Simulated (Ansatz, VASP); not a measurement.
# Two plane-wave programs on BN

```xyz
2
Lattice="0.0000 1.7426 1.7426 1.7426 0.0000 1.7426 1.7426 1.7426 0.0000" Properties=species:S:1:pos:R:3 pbc="T T T"
B     0.0000    0.0000    0.0000
N     0.8713    0.8713    0.8713
```

Alike in both runs: task single point; functional PBEsol; k mesh 10 × 10 × 10; no spin polarisation.

|  | VASP | Ansatz |
| --- | --- | --- |
| version | VASP 6.6.1 | Ansatz 0.2.0 |
| potentials or method | VASP PAW PBE potentials, release 64 (B, N), cutoff 600 eV | scalar-relativistic, plane waves, PAW |
| occupations | gaussian, width 0.01 eV | fixed |
| valence electrons in the cell | 8 | 8 |

VASP gave:

```
gap on the k mesh at the Fermi level (eV) : 4.38
least direct gap on the mesh (eV)         : 9.28
```

Estimate Ansatz's values.

gap on the k mesh at the Fermi level (eV): 4.40; least direct gap on the mesh (eV): 9.29.

VASP's potentials were made for PBE, not for PBEsol.
